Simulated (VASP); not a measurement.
# Ti (P6/mmm) in VASP: single point with PBE

Aim: the single point of Ti with PBE.

Program: VASP 6.6.1. These are calculated values, not measurements. Logs are shortened: lines on timing, memory, paths and dates and some standing lists are left out, and cuts for length are marked.

### Step 1. The cell of the first run

It takes space group P6/mmm (No. 191, hexagonal). The conventional cell has a = 4.147 Å, b = 4.147 Å, c = 2.593 Å, α = 90.00°, β = 90.00°, γ = 120.00°. Ti (site symmetry 6/mmm) has 14 Ti at 2.59 to 2.72 Å within 3.4 Å. Ti (site symmetry -6m2) has 11 Ti at 2.39 to 2.72 Å within 3.2 Å.

### Step 2. Single point, PBE (volume scaled by 0.75)

Input file INCAR:

```
ALGO = Normal ; EDIFF = 1E-7
ENCUT = 520 ; GGA = PE
ISIF = 2 ; ISMEAR = -1
LASPH = T ; LCHARG = F
LREAL = F ; LWAVE = F
NBANDS = 25 ; NELM = 60
PREC = Accurate ; SIGMA = 0.1
```

Input file KPOINTS:

```
k-points
0
Gamma
  9 9 12
```

Input file POSCAR:

```
Ti
1.0
    4.1469135193      0.0000000000      0.0000000000
   -2.0734567596      3.5913324550      0.0000000000
    0.0000000000      0.0000000000      2.5933943864
Ti
3
Direct
    0.0000000000      0.0000000000      0.0000000000
    0.3333333333      0.6666666667      0.5000000000
    0.6666666667      0.3333333333      0.5000000000
```

Potentials or basis: VASP PAW PBE potentials, release 64 (Ti_sv).

The run is started by

```bash
cat potpaw_PBE.64/Ti_sv/POTCAR > POTCAR
mpirun -np 1 vasp_std > vasp.out
```

OUTCAR:

```text
EDIFF = 1E-7
   ENCUT = 520
   GGA = PE
   ISIF = 2
   ISMEAR = -1
   LASPH = T
   LREAL = F
   NELM = 60
   PREC = Accurate

 ion  position               nearest neighbor table
   1  0.000  0.000  0.000-   2 2.72   3 2.72   2 2.72   3 2.72   2 2.72   2 2.72   3 2.72   3 2.72
                             3 2.72   3 2.72   2 2.72   2 2.72
   2  0.333  0.667  0.500-   3 2.39   3 2.39   3 2.39   1 2.72   1 2.72   1 2.72   1 2.72   1 2.72
                             1 2.72
   3  0.667  0.333  0.500-   2 2.39   2 2.39   2 2.39   1 2.72   1 2.72   1 2.72   1 2.72   1 2.72
                             1 2.72

  LATTYP: Found a hexagonal cell.
 ALAT       =     4.1469135193
 C/A-ratio  =     0.6253794236

  Lattice vectors:

 A1 = (   4.1469135193,   0.0000000000,   0.0000000000)
 A2 = (  -2.0734567596,   3.5913324550,   0.0000000000)
 A3 = (   0.0000000000,   0.0000000000,   2.5933943864)

Analysis of symmetry for initial positions (statically):
=====================================================================
 Subroutine PRICEL returns:
 Original cell was already a primitive cell.

 Routine SETGRP: Setting up the symmetry group for a
 hexagonal supercell.

 Subroutine GETGRP returns: Found 24 space group operations
 (whereof 24 operations were pure point group operations)
 out of a pool of 24 trial point group operations.

The static configuration has the point symmetry D_6h.

Analysis of symmetry for dynamics (positions and initial velocities):
=====================================================================
 Subroutine PRICEL returns:
 Original cell was already a primitive cell.

 Routine SETGRP: Setting up the symmetry group for a
 hexagonal supercell.

 Subroutine GETGRP returns: Found 24 space group operations
 (whereof 24 operations were pure point group operations)
 out of a pool of 24 trial point group operations.

The dynamic configuration has the point symmetry D_6h.

 Subroutine INISYM returns: Found 24 space group operations
 (whereof 24 operations are pure point group operations),
 and found     1 'primitive' translations

----------------------------------------------------------------------------------------

                                     Primitive cell

  volume of cell :      38.6233

  direct lattice vectors                    reciprocal lattice vectors
     4.146913519  0.000000000  0.000000000     0.241143201  0.139224092  0.000000000
    -2.073456760  3.591332455  0.000000000     0.000000000  0.278448184  0.000000000
     0.000000000  0.000000000  2.593394386     0.000000000  0.000000000  0.385595035

  length of vectors
     4.146913519  4.146913519  2.593394386     0.278448184  0.278448184  0.385595035

  position of ions in fractional coordinates (direct lattice)
     0.000000000  0.000000000  0.000000000
     0.333333333  0.666666667  0.500000000
     0.666666667  0.333333333  0.500000000

  ion indices of the primitive-cell ions
   primitive index   ion index
                 1           1
                 2           2
                 3           3

----------------------------------------------------------------------------------------

 KPOINTS: k-points

Automatic generation of k-mesh.
 Grid dimensions read from file:
 generate k-points for:    9    9   12

 Generating k-lattice:

  Cartesian coordinates                     Fractional coordinates (reciprocal lattice)
     0.026793689  0.015469344  0.000000000     0.111111111 -0.000000000  0.000000000
     0.000000000  0.030938687  0.000000000     0.000000000  0.111111111  0.000000000
     0.000000000  0.000000000  0.032132920     0.000000000  0.000000000  0.083333333

  Length of vectors
     0.030938687  0.030938687  0.032132920

  Shift w.r.t. Gamma in fractional coordinates (k-lattice)
     0.000000000  0.000000000  0.000000000

 Subroutine IBZKPT returns following result:
 ===========================================

 Found     84 irreducible k-points:

 Following reciprocal coordinates:
            Coordinates               Weight
  0.000000  0.000000  0.000000      1.000000
  0.111111  0.000000  0.000000      6.000000
  0.222222  0.000000  0.000000      6.000000
  0.333333  0.000000  0.000000      6.000000
  0.444444  0.000000  0.000000      6.000000
  0.111111  0.111111  0.000000      6.000000
[... 16 lines left out ...]
  0.333333  0.222222  0.083333     24.000000
  0.333333  0.333333  0.083333      4.000000
 [... further k-points ...]
   k-points           NKPTS =     84   k-points in BZ     NKDIM =     84   number of bands    NBANDS=     25
   number of dos      NEDOS =    301   number of ions     NIONS =      3
   total plane-waves  NPLWV =  20480
   dimension x,y,z NGX =    32 NGY =   32 NGZ =   20
   dimension x,y,z NGXF=    64 NGYF=   64 NGZF=   40
   ions per type =               3
   NGX,Y,Z   is equivalent  to a cutoff of  12.83, 12.83, 12.82 a.u.
   NGXF,Y,Z  is equivalent  to a cutoff of  25.66, 25.66, 25.64 a.u.
 SYSTEM =  unknown system
   PREC   = accura    normal or accurate (medium, high low for compatibility)
   ISTART =      0    job   : 0-new  1-cont  2-samecut
   ICHARG =      2    charge: 1-file 2-atom 10-const
   ISPIN  =      1    spin polarized calculation?
   LNONCOLLINEAR =      F non collinear calculations
   LSORBIT =      F    spin-orbit coupling
   LASPH  =      T    aspherical Exc in radial PAW
   ENCUT  =  520.0 eV  38.22 Ry    6.18 a.u.   7.71  7.71  4.82*2*pi/ulx,y,z
   NELM   =     60;   NELMIN=  2; NELMDL= -5     # of ELM steps
   EDIFF  = 0.1E-06   stopping-criterion for ELM
   LREAL  =      F    real-space projection
   EDIFFG = 0.1E-05   stopping-criterion for IOM
   NSW    =      0    number of steps for IOM
   IBRION =     -1    ionic relax: 0-MD 1-quasi-New 2-CG
   NFREE  =      0    steps in history (QN), initial steepest desc. (CG)
   ISIF   =      2    stress and relaxation
   ISYM   =      2    0-nonsym 1-usesym 2-fastsym
   POTIM  = 0.5000    time-step for ionic-motion
   TEBEG  =    0.0;   TEEND  =   0.0 temperature during run
   PSTRESS=    0.0 pullay stress
   NELECT =      36.0000    total number of electrons
   NUPDOWN=      -1.0000    fix difference up-down
   EMIN   =  10.00;   EMAX   =-10.00  energy-range for DOS
   EFERMI =   0.00;   METHOD = LEGACY
   ISMEAR =    -1;   SIGMA  =   0.10  broadening in eV -4-tet -1-fermi 0-gaus
   EFERMI_NEDOS =   21; number of points for ismear=-14 and -15
   IALGO  =     38    algorithm
   IMIX   =      4    mixing-type and parameters
     AMIX     =   0.40;   BMIX     =  1.00
     AMIX_MAG =   1.60;   BMIX_MAG =  1.00
  volume/ion in A,a.u.               =      12.87        86.88
  Fermi-wavevector in a.u.,A,eV,Ry     =   1.599163  3.021979 34.794463  2.557321
  Thomas-Fermi vector in A             =   2.696499
   LORBIT       =      0    0 simple, 1 ext, 2 COOP (PROOUT), +10 PAW based schemes
   GGA     = PE    functional components
   LHFCALC =     F    Hartree Fock is set to
   AEXX    =    0.0000 exact exchange contribution
   IVDW    =     0    specifies the selected vdW correction
   LEPSILON=     F    determine dielectric tensor
   LRPA    =     F    only Hartree local field effects (RPA)
 non-spin polarized calculation
  energy-cutoff  :      520.00
  volume of cell :       38.62
 maximum number of plane-waves:      1078
 NGX is ok and might be reduce to    32
   NGX = 15   NGY = 15   NGZ =  9

 number of electron      36.0000003 magnetization

 Free energy of the ion-electron system (eV)
  ---------------------------------------------------
  ext. energy  EPLUGINS =         0.00000000
  ---------------------------------------------------
  free energy    TOTEN  =       -21.89718608 eV

  energy without entropy =      -21.81599570  energy(sigma->0) =      -21.85659089

 E-fermi :  11.7494     XC(G=0): -12.9873

 val. band max:       11.7379837381   @ k =   0.1111   0.1111   0.0000
 cond. band min:      11.7586063159   @ k =   0.3333   0.1111   0.0000
 fundamental gap:      0.0206225778
 Fermi energy:        11.7494101405

 k-point     1 :       0.0000    0.0000    0.0000
  band No.  band energies     occupation
      1     -44.7031      2.00000
      2     -44.3225      2.00000
      3     -44.0055      2.00000
      4     -21.2466      2.00000
      5     -21.2466      2.00000
      6     -21.0760      2.00000
[... 17 lines left out ...]
     24      14.0635      0.00000
     25      14.1277      0.00000

 k-point     2 :       0.1111    0.0000    0.0000
  band No.  band energies     occupation
      1     -44.6873      2.00000
      2     -44.3259      2.00000
      3     -44.0194      2.00000
      4     -21.3696      2.00000
      5     -21.3313      2.00000
      6     -20.9435      2.00000
[... 17 lines left out ...]
     24      13.7047      0.00000
     25      14.5943      0.00000

 k-point     3 :       0.2222    0.0000    0.0000
  band No.  band energies     occupation
      1     -44.6440      2.00000
      2     -44.3339      2.00000
      3     -44.0584      2.00000
      4     -21.5230      2.00000
      5     -21.3685      2.00000
      6     -20.7638      2.00000
[... 17 lines left out ...]
     24      14.0288      0.00000
     25      15.1406      0.00000

 k-point     4 :       0.3333    0.0000    0.0000
  band No.  band energies     occupation
      1     -44.5862      2.00000
      2     -44.3419      2.00000
      3     -44.1123      2.00000
      4     -21.6375      2.00000
      5     -21.2902      2.00000
      6     -20.6467      2.00000
[... 17 lines left out ...]
     24      14.6327      0.00000
     25      15.3305      0.00000
[... 477 lines left out ...]
 k-point    22 :       0.2222    0.2222    0.0833
  band No.  band energies     occupation
      1     -44.5493      2.00000
      2     -44.3254      2.00000
      3     -44.1382      2.00000
      4     -21.5171      2.00000
      5     -21.3727      2.00000
      6     -20.7828      2.00000
[... 17 lines left out ...]
     24      14.8295      0.00000
     25      14.8935      0.00000

 k-point    23 :       0.3333    0.2222    0.0833
  band No.  band energies     occupation
      1     -44.5196      2.00000
      2     -44.3031      2.00000
      3     -44.1923      2.00000
      4     -21.5186      2.00000
      5     -21.2418      2.00000
      6     -21.0000      2.00000
[... 17 lines left out ...]
     24      14.4259      0.00000
     25      15.3485      0.00000

 k-point    24 :       0.3333    0.3333    0.0833
  band No.  band energies     occupation
      1     -44.5120      2.00000
      2     -44.2519      2.00000
      3     -44.2519      2.00000
      4     -21.4294      2.00000
      5     -21.1897      2.00000
      6     -21.1897      2.00000
[... 17 lines left out ...]
     24      14.2874      0.00000
     25      15.6803      0.00000

 [... further k-points ...]
[... 5 lines left out ...]
  --------------------------------------------------------------------------------------
  -------------------------------------------------------------------------------------
  Total       12.5250733     12.5250733     12.4881255      0.0000000      0.0000000      0.0000000
  in kB      519.5671730    519.5671730    518.0344956      0.0000000      0.0000000      0.0000000
  external PRESSURE =     519.0562805 kB  Pullay stress =       0.0000000 kB

 VOLUME and BASIS-vectors are now :
 -----------------------------------------------------------------------------
  energy-cutoff  :      520.00
  volume of cell :       38.62
      direct lattice vectors                 reciprocal lattice vectors
     4.146913519  0.000000000  0.000000000     0.241143201  0.139224092  0.000000000
    -2.073456760  3.591332455  0.000000000     0.000000000  0.278448184  0.000000000
     0.000000000  0.000000000  2.593394386     0.000000000  0.000000000  0.385595035

 POSITION                                       TOTAL-FORCE (eV/Angst)
 -----------------------------------------------------------------------------------
      0.00000      0.00000      0.00000         0.000000     -0.000000      0.000000
     -0.00000      2.39422      1.29670        -0.000000      0.000000      0.000000
      2.07346      1.19711      1.29670         0.000000     -0.000000      0.000000
 -----------------------------------------------------------------------------------
    total drift:                               -0.000000      0.000000      0.000000

  FREE ENERGIE OF THE ION-ELECTRON SYSTEM (eV)
  ---------------------------------------------------
  free  energy   TOTEN  =       -21.8971860787 eV

  energy  without entropy=      -21.8159957038  energy(sigma->0) =      -21.85659089
```

It took 29 s on 1 thread of Intel Xeon 6975P-C (Granite Rapids), shared host; peak memory 0.19 GiB.

Results:

```
Free energy            : -21.8972 eV
Pressure               : 51.9 GPa
Band gap on the k mesh : zero (band 18 reaches 12.18 eV, above the bottom of band 19 at 11.55 eV)
```
